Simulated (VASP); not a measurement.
# TaAs in VASP: a series of runs

Runs on TaAs. Level: r2SCAN. Tasks: single point.

Everything below comes from runs of VASP 6.6.1. Logs are shortened: lines on timing, memory, paths and dates and some standing lists are left out, and cuts for length are marked.

### 1 The cell of the first run

It takes space group Fm-3m (No. 225, cubic). Conventional cell: a = 5.273 Å, b = 5.273 Å, c = 5.273 Å, α = 90.00°, β = 90.00°, γ = 90.00°. Within 3.5 Å of Ta (site symmetry m-3m) lie 6 As at 2.64 Å. As (site symmetry m-3m) has 6 Ta at 2.64 Å within 3.5 Å.

### 2 Single point, r2SCAN (18.33 Å³/atom)

POSCAR

```
TaAs
1.0
    0.0000000000      2.6366280044      2.6366280044
    2.6366280044      0.0000000000      2.6366280044
    2.6366280044      2.6366280044      0.0000000000
Ta As
1 1
Direct
    0.5000000000      0.5000000000      0.5000000000
    0.0000000000      0.0000000000      0.0000000000
```

INCAR.step1

```
ALGO = Normal
EDIFF = 1E-4
ENCUT = 520
GGA = PE
ISMEAR = 0
LASPH = True
LCHARG = False
LREAL = False
LWAVE = True
NBANDS = 15
NELM = 80
PREC = Accurate
SIGMA = 0.05
```

INCAR.step2

```
ALGO = Normal
EDIFF = 1E-6
ENCUT = 520
ISIF = 2
ISMEAR = 0
ISTART = 1
LASPH = True
LCHARG = False
LMIXTAU = True
LREAL = False
LWAVE = False
METAGGA = R2SCAN
NBANDS = 15
NELM = 80
PREC = Accurate
SIGMA = 0.05
```

KPOINTS

```
k-points
0
Gamma
  12 12 12
```

Potentials or basis: VASP PAW PBE potentials, release 64 (Ta_pv, As).

The run is started by

```console
cat potpaw_PBE.64/Ta_pv/POTCAR potpaw_PBE.64/As/POTCAR > POTCAR
cp INCAR.step1 INCAR
mpirun -np 1 vasp_std > vasp.out
cp INCAR.step2 INCAR
mpirun -np 1 vasp_std > vasp.out
```

OUTCAR:

```text
EDIFF = 1E-6
   ENCUT = 520
   ISIF = 2
   ISMEAR = 0
   ISTART = 1
   LASPH = True
   LREAL = False
   METAGGA = R2SCAN
   NELM = 80
   PREC = Accurate

 ion  position               nearest neighbor table
   1  0.500  0.500  0.500-   2 2.64   2 2.64   2 2.64   2 2.64   2 2.64   2 2.64
   2  0.000  0.000  0.000-   1 2.64   1 2.64   1 2.64   1 2.64   1 2.64   1 2.64

  LATTYP: Found a face centered cubic cell.
 ALAT       =     5.2732560088

  Lattice vectors:

 A1 = (   0.0000000000,   2.6366280044,   2.6366280044)
 A2 = (   2.6366280044,   0.0000000000,   2.6366280044)
 A3 = (   2.6366280044,   2.6366280044,   0.0000000000)

Analysis of symmetry for initial positions (statically):
=====================================================================
 Subroutine PRICEL returns:
 Original cell was already a primitive cell.

 Routine SETGRP: Setting up the symmetry group for a
 face centered cubic supercell.

 Subroutine GETGRP returns: Found 48 space group operations
 (whereof 48 operations were pure point group operations)
 out of a pool of 48 trial point group operations.

The static configuration has the point symmetry O_h .

Analysis of symmetry for dynamics (positions and initial velocities):
=====================================================================
 Subroutine PRICEL returns:
 Original cell was already a primitive cell.

 Routine SETGRP: Setting up the symmetry group for a
 face centered cubic supercell.

 Subroutine GETGRP returns: Found 48 space group operations
 (whereof 48 operations were pure point group operations)
 out of a pool of 48 trial point group operations.

The dynamic configuration has the point symmetry O_h .

 Subroutine INISYM returns: Found 48 space group operations
 (whereof 48 operations are pure point group operations),
 and found     1 'primitive' translations

----------------------------------------------------------------------------------------

                                     Primitive cell

  volume of cell :      36.6587

  direct lattice vectors                    reciprocal lattice vectors
     0.000000000  2.636628004  2.636628004    -0.189636156  0.189636156  0.189636156
     2.636628004  0.000000000  2.636628004     0.189636156 -0.189636156  0.189636156
     2.636628004  2.636628004  0.000000000     0.189636156  0.189636156 -0.189636156

  length of vectors
     3.728755083  3.728755083  3.728755083     0.328459457  0.328459457  0.328459457

  position of ions in fractional coordinates (direct lattice)
     0.500000000  0.500000000  0.500000000
     0.000000000  0.000000000  0.000000000

  ion indices of the primitive-cell ions
   primitive index   ion index
                 1           1
                 2           2

----------------------------------------------------------------------------------------

 KPOINTS: k-points

Automatic generation of k-mesh.
 Grid dimensions read from file:
 generate k-points for:   12   12   12

 Generating k-lattice:

  Cartesian coordinates                     Fractional coordinates (reciprocal lattice)
    -0.015803013  0.015803013  0.015803013     0.083333333  0.000000000  0.000000000
     0.015803013 -0.015803013  0.015803013     0.000000000  0.083333333  0.000000000
     0.015803013  0.015803013 -0.015803013     0.000000000  0.000000000  0.083333333

  Length of vectors
     0.027371621  0.027371621  0.027371621

  Shift w.r.t. Gamma in fractional coordinates (k-lattice)
     0.000000000  0.000000000  0.000000000

 Subroutine IBZKPT returns following result:
 ===========================================

 Found     72 irreducible k-points:

 Following reciprocal coordinates:
            Coordinates               Weight
  0.000000  0.000000  0.000000      1.000000
  0.083333  0.000000  0.000000      8.000000
  0.166667  0.000000  0.000000      8.000000
  0.250000  0.000000  0.000000      8.000000
  0.333333  0.000000  0.000000      8.000000
  0.416667  0.000000  0.000000      8.000000
[... 16 lines left out ...]
  0.500000  0.166667  0.000000     24.000000
 -0.416667  0.166667  0.000000     24.000000
 [... further k-points ...]
   k-points           NKPTS =     72   k-points in BZ     NKDIM =     72   number of bands    NBANDS=     15
   number of dos      NEDOS =    301   number of ions     NIONS =      2
   total plane-waves  NPLWV =  21952
   dimension x,y,z NGX =    28 NGY =   28 NGZ =   28
   dimension x,y,z NGXF=    56 NGYF=   56 NGZF=   56
   ions per type =               1   1
   NGX,Y,Z   is equivalent  to a cutoff of  12.48, 12.48, 12.48 a.u.
   NGXF,Y,Z  is equivalent  to a cutoff of  24.97, 24.97, 24.97 a.u.
 SYSTEM =  unknown system
   PREC   = accura    normal or accurate (medium, high low for compatibility)
   ISTART =      1    job   : 0-new  1-cont  2-samecut
   ICHARG =      0    charge: 1-file 2-atom 10-const
   ISPIN  =      1    spin polarized calculation?
   LNONCOLLINEAR =      F non collinear calculations
   LSORBIT =      F    spin-orbit coupling
   LASPH  =      T    aspherical Exc in radial PAW
   ENCUT  =  520.0 eV  38.22 Ry    6.18 a.u.   6.93  6.93  6.93*2*pi/ulx,y,z
   NELM   =     80;   NELMIN=  2; NELMDL=  0     # of ELM steps
   EDIFF  = 0.1E-05   stopping-criterion for ELM
   LREAL  =      F    real-space projection
   EDIFFG = 0.1E-04   stopping-criterion for IOM
   NSW    =      0    number of steps for IOM
   IBRION =     -1    ionic relax: 0-MD 1-quasi-New 2-CG
   NFREE  =      0    steps in history (QN), initial steepest desc. (CG)
   ISIF   =      2    stress and relaxation
   ISYM   =      2    0-nonsym 1-usesym 2-fastsym
   POTIM  = 0.5000    time-step for ionic-motion
   TEBEG  =    0.0;   TEEND  =   0.0 temperature during run
   PSTRESS=    0.0 pullay stress
   NELECT =      16.0000    total number of electrons
   NUPDOWN=      -1.0000    fix difference up-down
   EMIN   =  10.00;   EMAX   =-10.00  energy-range for DOS
   EFERMI =   0.00;   METHOD = LEGACY
   ISMEAR =     0;   SIGMA  =   0.05  broadening in eV -4-tet -1-fermi 0-gaus
   EFERMI_NEDOS =   21; number of points for ismear=-14 and -15
   IALGO  =     38    algorithm
   IMIX   =      4    mixing-type and parameters
     AMIX     =   0.40;   BMIX     =  1.00
     AMIX_MAG =   1.60;   BMIX_MAG =  1.00
  volume/ion in A,a.u.               =      18.33       123.69
  Fermi-wavevector in a.u.,A,eV,Ry     =   1.241812  2.346685 20.981515  1.542098
  Thomas-Fermi vector in A             =   2.376194
   LORBIT       =      0    0 simple, 1 ext, 2 COOP (PROOUT), +10 PAW based schemes
   METAGGA = R2SCAN    functional components
   LHFCALC =     F    Hartree Fock is set to
   AEXX    =    0.0000 exact exchange contribution
   IVDW    =     0    specifies the selected vdW correction
   LEPSILON=     F    determine dielectric tensor
   LRPA    =     F    only Hartree local field effects (RPA)
 non-spin polarized calculation
 Gauss-broadening in eV      SIGMA  =   0.05
  energy-cutoff  :      520.00
  volume of cell :       36.66
 maximum number of plane-waves:      1004
   NGX = 13   NGY = 13   NGZ = 13

 number of electron      15.9999999 magnetization

 Free energy of the ion-electron system (eV)
  ---------------------------------------------------
  ext. energy  EPLUGINS =         0.00000000
  ---------------------------------------------------
  free energy    TOTEN  =       -63.33572345 eV

  energy without entropy =      -63.33287456  energy(sigma->0) =      -63.33429900

 E-fermi :   7.1924     XC(G=0): -12.3673

 val. band max:        7.1811804747   @ k =   0.3333   0.1667   0.0833
 cond. band min:       7.2103782176   @ k =  -0.1667   0.1667   0.0000
 fundamental gap:      0.0291977429
 Fermi energy:         7.1924158324

 k-point     1 :       0.0000    0.0000    0.0000
  band No.  band energies     occupation
      1     -29.7558      2.00000
      2     -29.7558      2.00000
      3     -29.7558      2.00000
      4      -7.7578      2.00000
      5       5.5432      2.00000
      6       5.5432      2.00000
      7       5.5432      2.00000
      8       6.2024      2.00000
      9       6.2024      2.00000
     10       6.5263      2.00000
     11       6.5263      2.00000
     12       6.5263      2.00000
     13      11.4703      0.00000
     14      15.3481      0.00000
     15      17.1619      0.00000

 k-point     2 :       0.0833    0.0000    0.0000
  band No.  band energies     occupation
      1     -29.7649      2.00000
      2     -29.7566      2.00000
      3     -29.7566      2.00000
      4      -7.6378      2.00000
      5       4.7803      2.00000
      6       5.0374      2.00000
      7       5.0374      2.00000
      8       5.7878      2.00000
      9       5.7878      2.00000
     10       6.7272      2.00000
     11       7.7260      0.00000
     12       7.7260      0.00000
     13      12.0924      0.00000
     14      15.5970      0.00000
     15      17.1618      0.00000

 k-point     3 :       0.1667    0.0000    0.0000
  band No.  band energies     occupation
      1     -29.7895      2.00000
      2     -29.7586      2.00000
      3     -29.7586      2.00000
      4      -7.2878      2.00000
      5       3.3710      2.00000
      6       4.0515      2.00000
      7       4.0516      2.00000
      8       6.0943      2.00000
      9       6.0943      2.00000
     10       6.9282      2.00000
     11       9.2198      0.00000
     12       9.2198      0.00000
     13      13.3835      0.00000
     14      15.9938      0.00000
     15      17.1611      0.00000
[... 343 lines left out ...]
 k-point    23 :       0.5000    0.1667    0.0000
  band No.  band energies     occupation
      1     -29.8738      2.00000
      2     -29.7863      2.00000
      3     -29.7758      2.00000
      4      -5.3086      2.00000
      5      -0.3269      2.00000
      6       2.0535      2.00000
      7       2.5557      2.00000
      8       6.9523      2.00000
      9       8.2211      0.00000
     10       8.5315      0.00000
     11      11.1910      0.00000
     12      11.4344      0.00000
     13      13.0613      0.00000
     14      15.3698      0.00000
     15      16.6400      0.00000

 k-point    24 :      -0.4167    0.1667    0.0000
  band No.  band energies     occupation
      1     -29.8752      2.00000
      2     -29.7912      2.00000
      3     -29.7720      2.00000
      4      -5.2004      2.00000
      5      -0.4876      2.00000
      6       2.0636      2.00000
      7       2.3614      2.00000
      8       7.6952      0.00000
      9       7.9190      0.00000
     10       8.2386      0.00000
     11      11.0533      0.00000
     12      12.0642      0.00000
     13      12.6173      0.00000
     14      15.9630      0.00000
     15      16.5221      0.00000

 [... further k-points ...]

------------------------ aborting loop because EDIFF is reached ----------------------------------------

  FORCE on cell =-STRESS in cart. coord.  units (eV):
  Direction    XX          YY          ZZ          XY          YZ          ZX
  --------------------------------------------------------------------------------------
  -------------------------------------------------------------------------------------
  Total       -0.6164585     -0.6164585     -0.6164585     -0.0000000      0.0000000      0.0000000
  in kB      -26.9424957    -26.9424957    -26.9424957     -0.0000000      0.0000000      0.0000000
  external PRESSURE =     -26.9424957 kB  Pullay stress =       0.0000000 kB

 VOLUME and BASIS-vectors are now :
 -----------------------------------------------------------------------------
  energy-cutoff  :      520.00
  volume of cell :       36.66
      direct lattice vectors                 reciprocal lattice vectors
     0.000000000  2.636628004  2.636628004    -0.189636156  0.189636156  0.189636156
     2.636628004  0.000000000  2.636628004     0.189636156 -0.189636156  0.189636156
     2.636628004  2.636628004  0.000000000     0.189636156  0.189636156 -0.189636156

 POSITION                                       TOTAL-FORCE (eV/Angst)
 -----------------------------------------------------------------------------------
      2.63663      2.63663      2.63663        -0.000000      0.000000      0.000000
      0.00000      0.00000      0.00000         0.000000     -0.000000     -0.000000
 -----------------------------------------------------------------------------------
    total drift:                                0.000000      0.000000      0.000000

  FREE ENERGIE OF THE ION-ELECTRON SYSTEM (eV)
  ---------------------------------------------------
  free  energy   TOTEN  =       -63.3357234462 eV

  energy  without entropy=      -63.3328745632  energy(sigma->0) =      -63.33429900
```

Run time: 64 s. Hardware: 1 thread of Intel Xeon 6975P-C (Granite Rapids), shared host; peak memory 0.19 GiB.

What came out:

```yaml
Free_energy: -63.3357 eV
Pressure: -2.7 GPa
Band_gap_on_the_k_mesh: zero (bands 8 and 9 overlap by 2.30 eV)
```

Levels at points of the mesh, in eV from the Fermi level:
| k point | band 5 | band 6 | band 7 | band 8 | band 9 | band 10 | band 11 | band 12 |
| --- | --- | --- | --- | --- | --- | --- | --- | --- |
| (0.00, 0.00, 0.00) | -1.65 | -1.65 | -1.65 | -0.99 | -0.99 | -0.67 | -0.67 | -0.67 |
| (0.50, 0.00, 0.00) | -8.23 | -5.01 | -5.01 | 0.89 | 0.89 | 1.44 | 3.11 | 6.49 |
| (0.50, 0.50, 0.00) | -5.88 | -3.57 | -2.80 | -2.80 | 0.15 | 1.17 | 1.71 | 1.71 |

Caveat: the PAW data sets were made with another functional, which shifts forces and pressure a little; spin-orbit coupling is left out, which moves the levels of the heavy elements.

### 3 Single point, r2SCAN

This run uses another cell than the first one, of 18.40 Å³/atom.

POSCAR

```
TaAs
1.0
    0.0000000000      2.6402332679      2.6402332679
    2.6402332679      0.0000000000      2.6402332679
    2.6402332679      2.6402332679      0.0000000000
Ta As
1 1
Direct
    0.5000000000      0.5000000000      0.5000000000
    0.0000000000      0.0000000000      0.0000000000
```

INCAR.step1

```
SYSTEM = TaAs
PREC = Accurate ; ENCUT = 520
ISMEAR = 0 ; SIGMA = 0.05
LREAL = .FALSE. ; LASPH = .TRUE.
NELM = 80 ; NBANDS = 15
GGA = PE ; ALGO = Normal
EDIFF = 1E-4 ; LWAVE = .TRUE.
LCHARG = .FALSE.
```

INCAR.step2

```
SYSTEM = TaAs
PREC = Accurate ; ENCUT = 520
EDIFF = 1E-7 ; ISMEAR = 0
SIGMA = 0.05 ; LREAL = .FALSE.
LASPH = .TRUE. ; NELM = 80
ALGO = Normal ; ISIF = 2
LWAVE = .FALSE. ; LCHARG = .FALSE.
METAGGA = R2SCAN ; LMIXTAU = .TRUE.
NBANDS = 15 ; ISTART = 1
```

KPOINTS

```
regular mesh
0
G
  12 12 12
  0 0 0
```

Potentials or basis: VASP PAW PBE potentials, release 64 (Ta_pv, As).

The run is started by

```console
cat potpaw_PBE.64/Ta_pv/POTCAR potpaw_PBE.64/As/POTCAR > POTCAR
cp INCAR.step1 INCAR
mpirun -np 1 vasp_std > vasp.out
cp INCAR.step2 INCAR
mpirun -np 1 vasp_std > vasp.out
```

Run time: 75 s. Hardware: 1 thread of Intel Xeon 6975P-C (Granite Rapids), shared host; peak memory 0.19 GiB.

It converged, with:

- Free energy: -63.3329 eV
- Pressure: -3.3 GPa
- Band gap on the k mesh: zero (bands 8 and 9 overlap by 2.28 eV)

Levels at points of the mesh, in eV from the Fermi level:
| k point | band 5 | band 6 | band 7 | band 8 | band 9 | band 10 | band 11 | band 12 |
| --- | --- | --- | --- | --- | --- | --- | --- | --- |
| (0.00, 0.00, 0.00) | -1.64 | -1.64 | -1.64 | -0.98 | -0.98 | -0.67 | -0.67 | -0.67 |
| (0.50, 0.00, 0.00) | -8.20 | -4.99 | -4.99 | 0.89 | 0.89 | 1.43 | 3.11 | 6.48 |
| (0.50, 0.50, 0.00) | -5.87 | -3.55 | -2.79 | -2.79 | 0.15 | 1.15 | 1.70 | 1.70 |

Caveat: the cell stands under tension; the PAW data sets were made with another functional, which shifts forces and pressure a little; spin-orbit coupling is left out, which moves the levels of the heavy elements.

(Part 1 of 2 ends here.)
